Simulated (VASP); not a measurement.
# SnO (P4/nmm) in VASP: a series of runs, part 2 of 2

VASP 6.6.1. The steps go on from the part before.

## 4. Single point, PBE

This run uses another cell than the first one, of 17.77 Å³/atom.

The input, INCAR:

```
SYSTEM = SnO
  PREC = Accurate
  ENCUT = 910
  EDIFF = 1E-6
  ISMEAR = 0
  SIGMA = 0.027000000000000003
  LREAL = .FALSE.
  LASPH = .TRUE.
  NELM = 120
  ALGO = Normal
  ISIF = 2
  LWAVE = .FALSE.
  LCHARG = .FALSE.
  GGA = PE
  NBANDS = 28
  GGA_COMPAT = .FALSE.
```

The input, KPOINTS:

```
Automatic mesh
0
G
  7 7 6
  0 0 0
```

The input, POSCAR:

```
SnO
1.0
    3.8136952200      0.0000000000      0.0000000000
    0.0000000000      3.8136952200      0.0000000000
    0.0000000000      0.0000000000      4.8869133000
Sn O
2 2
Direct
    0.5000000000      0.0000000000      0.7646261400
    0.0000000000      0.5000000000      0.2353738600
    0.0000000000      0.0000000000      0.0000000000
    0.5000000000      0.5000000000      0.0000000000
```

Potentials or basis: VASP PAW PBE potentials, release 64 (Sn_d, O_h).

The run is started by

```console
cat potpaw_PBE.64/Sn_d/POTCAR potpaw_PBE.64/O_h/POTCAR > POTCAR
mpirun -np 1 vasp_std > vasp.out
```

OUTCAR:

```text
SYSTEM = SnO
   PREC = Accurate
   ENCUT = 910
   EDIFF = 1E-6
   ISMEAR = 0
   LREAL = .FALSE.
   LASPH = .TRUE.
   NELM = 120
   ISIF = 2
   GGA = PE

 ion  position               nearest neighbor table
   1  0.500  0.000  0.765-   3 2.23   4 2.23   4 2.23   3 2.23   2 3.54   2 3.54   2 3.54   2 3.54
                             2 3.74   2 3.74   2 3.74   2 3.74
   2  0.000  0.500  0.235-   3 2.23   4 2.23   3 2.23   4 2.23   1 3.54   1 3.54   1 3.54   1 3.54
                             1 3.74   1 3.74   1 3.74   1 3.74
   3  0.000  0.000  0.000-   1 2.23   2 2.23   2 2.23   1 2.23
   4  0.500  0.500  0.000-   1 2.23   2 2.23   1 2.23   2 2.23

  LATTYP: Found a simple tetragonal cell.
 ALAT       =     3.8136952200
 C/A-ratio  =     1.2814116016

  Lattice vectors:

 A1 = (   3.8136952200,   0.0000000000,   0.0000000000)
 A2 = (   0.0000000000,   3.8136952200,   0.0000000000)
 A3 = (   0.0000000000,   0.0000000000,   4.8869133000)

Analysis of symmetry for initial positions (statically):
=====================================================================
 Subroutine PRICEL returns:
 Original cell was already a primitive cell.

 Routine SETGRP: Setting up the symmetry group for a
[... 177 lines left out ...]
 val. band max:        7.2235141183   @ k =   0.0000   0.0000   0.0000
 cond. band min:       7.6086201496   @ k =   0.4286   0.4286   0.0000
 fundamental gap:      0.3851060313
 Fermi energy:         7.3487540762

 k-point     1 :       0.0000    0.0000    0.0000
  band No.  band energies     occupation
      1     -14.7789      2.00000
      2     -14.3438      2.00000
      3     -14.3436      2.00000
      4     -14.3436      2.00000
      5     -14.3013      2.00000
      6     -14.2913      2.00000
[... 733 lines left out ...]
     27      16.0239      0.00000
     28      16.8793      0.00000

 [... further k-points ...]

------------------------ aborting loop because EDIFF is reached ----------------------------------------

  FORCE on cell =-STRESS in cart. coord.  units (eV):
  Direction    XX          YY          ZZ          XY          YZ          ZX
  --------------------------------------------------------------------------------------
  -------------------------------------------------------------------------------------
  Total        1.7742640      1.7742640      1.3640165      0.0000000      0.0000000      0.0000000
  in kB       39.9946800     39.9946800     30.7470613      0.0000000      0.0000000      0.0000000
  external PRESSURE =      36.9121404 kB  Pullay stress =       0.0000000 kB

 VOLUME and BASIS-vectors are now :
 -----------------------------------------------------------------------------
  energy-cutoff  :      910.00
  volume of cell :       71.08
      direct lattice vectors                 reciprocal lattice vectors
     3.813695220  0.000000000  0.000000000     0.262212878  0.000000000  0.000000000
     0.000000000  3.813695220  0.000000000     0.000000000  0.262212878  0.000000000
     0.000000000  0.000000000  4.886913300     0.000000000  0.000000000  0.204628144

 POSITION                                       TOTAL-FORCE (eV/Angst)
 -----------------------------------------------------------------------------------
      1.90685      0.00000      3.73666        -0.000000     -0.000000     -0.447262
      0.00000      1.90685      1.15025         0.000000     -0.000000      0.447262
      0.00000      0.00000      0.00000         0.000000      0.000000      0.000000
      1.90685      1.90685      0.00000         0.000000     -0.000000      0.000000
 -----------------------------------------------------------------------------------
    total drift:                               -0.000000      0.000000      0.000000

  FREE ENERGIE OF THE ION-ELECTRON SYSTEM (eV)
  ---------------------------------------------------
  free  energy   TOTEN  =       -22.6997246537 eV

  energy  without entropy=      -22.6997246537  energy(sigma->0) =      -22.69972465
```

OSZICAR:

```text
N       E                     dE             d eps       ncg     rms          rms(c)
DAV:   1     0.522724747722E+03    0.52272E+03   -0.27103E+04  2284   0.306E+03
DAV:   2     0.845529469207E+02   -0.43817E+03   -0.42208E+03  2304   0.709E+02
DAV:   3    -0.167603106645E+02   -0.10131E+03   -0.97873E+02  2808   0.220E+02
DAV:   4    -0.260577855718E+02   -0.92975E+01   -0.91601E+01  2596   0.671E+01
DAV:   5    -0.263748554541E+02   -0.31707E+00   -0.31663E+00  2452   0.130E+01    0.118E+01
DAV:   6    -0.226920035754E+02    0.36829E+01   -0.15586E+01  3728   0.434E+01    0.487E+00
DAV:   7    -0.227206026580E+02   -0.28599E-01   -0.20850E+00  2604   0.843E+00    0.260E+00
DAV:   8    -0.227091421923E+02    0.11460E-01   -0.35262E-01  3244   0.428E+00    0.874E-01
DAV:   9    -0.226984747042E+02    0.10667E-01   -0.57946E-02  3616   0.244E+00    0.268E-01
DAV:  10    -0.227000327173E+02   -0.15580E-02   -0.81315E-03  2904   0.809E-01    0.146E-01
DAV:  11    -0.226996915061E+02    0.34121E-03   -0.20291E-03  3628   0.430E-01    0.250E-02
DAV:  12    -0.226997378607E+02   -0.46355E-04   -0.33573E-04  2316   0.109E-01    0.402E-02
DAV:  13    -0.226997248286E+02    0.13032E-04   -0.44339E-05  3092   0.530E-02    0.582E-03
DAV:  14    -0.226997246537E+02    0.17483E-06   -0.44092E-06  2588   0.137E-02
   1 F= -.22699725E+02 E0= -.22699725E+02  d E =-.234548E-13
```

It took 2.3 min on 1 thread of Intel Xeon Platinum 8488C (Sapphire Rapids), shared host; peak memory 0.35 GiB.

Results:

```
Free energy            : -22.6997 eV
Pressure               : 3.7 GPa
Largest force          : 0.447 eV/Å
Band gap on the k mesh : 0.39 eV (least direct gap 2.05 eV)
```

Forces in eV/Å, atoms in the order of the input:
```
Sn   0.000  0.000 -0.447
Sn   0.000  0.000  0.447
O    0.000  0.000  0.000
O    0.000  0.000  0.000
```

Levels at points of the mesh, in eV from the valence-band top:
```tsv
k point	band 16	band 17	band 18	band 19	band 20	band 21	band 22	band 23	band 24	band 25
(0.00, 0.00, 0.00)	-6.25	-3.47	-3.18	-3.18	0.00	2.05	4.27	4.74	4.74	5.67
(0.00, 0.00, 0.50)	-3.53	-3.20	-3.19	-3.19	-2.21	1.69	3.04	3.04	3.70	7.84
```

Caveat: the cutoff is under 1.25 times the usual one of these potentials, so pressure, stress and relaxed cells hold a basis-set (Pulay) error; the cell stands under pressure; spin-orbit coupling is left out, which moves the levels of the heavy elements; an odd mesh through Γ misses points on the zone boundary, where band edges can lie.

## 5. Single point, BLYP

This run uses another cell than the first one, of 16.70 Å³/atom.

The input, INCAR:

```
SYSTEM = SnO
PREC = Accurate
ENCUT = 520
EDIFF = 1E-6
ISMEAR = -1
SIGMA = 0.05
LREAL = .False.
LASPH = .True.
NELM = 100
ALGO = Normal
ISIF = 2
LWAVE = .False.
LCHARG = .False.
GGA = B5
ALDAX = 1.0
AGGAX = 1.0
AGGAC = 1.0
ALDAC = 0.0
NBANDS = 28
```

The input, KPOINTS:

```
Automatic mesh
0
Gamma
  7 7 6
  0 0 0
```

The input, POSCAR:

```
SnO
1.0
    3.7358428604      0.0000000000      0.0000000000
    0.0000000000      3.7358428604      0.0000000000
    0.0000000000      0.0000000000      4.7871523832
Sn O
2 2
Direct
    0.5000000000      0.0000000000      0.7646261400
    0.0000000000      0.5000000000      0.2353738600
    0.0000000000      0.0000000000      0.0000000000
    0.5000000000      0.5000000000      0.0000000000
```

Potentials or basis: VASP PAW PBE potentials, release 64 (Sn_d, O).

The run is started by

```console
cat potpaw_PBE.64/Sn_d/POTCAR potpaw_PBE.64/O/POTCAR > POTCAR
mpirun -np 1 vasp_std > vasp.out
```

Run time: 2 min. Hardware: 1 thread of Intel Xeon 8259CL, shared host; peak memory 0.21 GiB.

The run converged. Its results:

```yaml
Free_energy: -20.6042 eV
Pressure: 16.2 GPa
Largest_force: 1.624 eV/Å
Band_gap_on_the_k_mesh: 0.36 eV (least direct gap 2.21 eV)
```

Forces in eV/Å, atoms in the order of the input:
```
Sn   0.000  0.000 -1.624
Sn   0.000  0.000  1.624
O    0.000  0.000  0.000
O    0.000  0.000  0.000
```

Stress tensor (GPa, compression positive):
```
17.39  0.00  0.00
 0.00 17.39  0.00
 0.00  0.00 13.87
```

Levels at points of the mesh, in eV from the valence-band top:
| k point | band 17 | band 18 | band 19 | band 20 | band 21 | band 22 | band 23 | band 24 |
| --- | --- | --- | --- | --- | --- | --- | --- | --- |
| (0.00, 0.00, 0.00) | -3.88 | -3.59 | -3.59 | 0.00 | 2.30 | 4.30 | 4.80 | 4.80 |
| (0.00, 0.00, 0.50) | -3.61 | -3.61 | -3.05 | -2.51 | 1.73 | 2.98 | 2.98 | 3.83 |

Caveat: the cell stands under pressure; the PAW data sets were made with another functional, which shifts forces and pressure a little; spin-orbit coupling is left out, which moves the levels of the heavy elements; an odd mesh through Γ misses points on the zone boundary, where band edges can lie.

## 6. Overview

| level | potentials or basis | spin | cell | cutoff (eV) | smearing | gap on the mesh (eV) | pressure (GPa) | largest force (eV/Å) |
| --- | --- | --- | --- | --- | --- | --- | --- | --- |
| LDA | VASP PAW LDA potentials, release 64 (Sn_d, O) | off | a = 3.839, b = 3.839, c = 4.919 Å, 4 atoms | 600 | fermi-dirac 0.05 eV | 0.50 | -4.8 | 0.39 |
| PBE | VASP PAW PBE potentials, release 64 (Sn_d, O) | non-collinear, zero start, SOC | a = 3.788, b = 3.788, c = 4.854 Å, 4 atoms | 520 | fermi-dirac 0.05 eV | - | 5.9 | 0.76 |
| PBE | VASP PAW PBE potentials, release 64 (Sn_d, O_h) | off | a = 3.814, b = 3.814, c = 4.887 Å, 4 atoms | 910 | gaussian 0.027 eV | 0.39 | 3.7 | 0.45 |
| BLYP | VASP PAW PBE potentials, release 64 (Sn_d, O) | off | a = 3.736, b = 3.736, c = 4.787 Å, 4 atoms | 520 | fermi-dirac 0.05 eV | 0.36 | 16.2 | 1.62 |

Alike in all rows: task single point; k mesh 7 × 7 × 6.

Caveats: spin-orbit coupling is left out, which moves the levels of the heavy elements (at least some runs); an odd mesh through Γ misses points on the zone boundary, where band edges can lie (at least some runs); the cell stands under pressure (at least some runs); the cell stands under tension (at least some runs); the cutoff is under 1.25 times the usual one of these potentials, so pressure, stress and relaxed cells hold a basis-set (Pulay) error (at least some runs); the PAW data sets were made with another functional, which shifts forces and pressure a little (at least some runs).

Absolute energies hang on the potentials; compare differences alone.
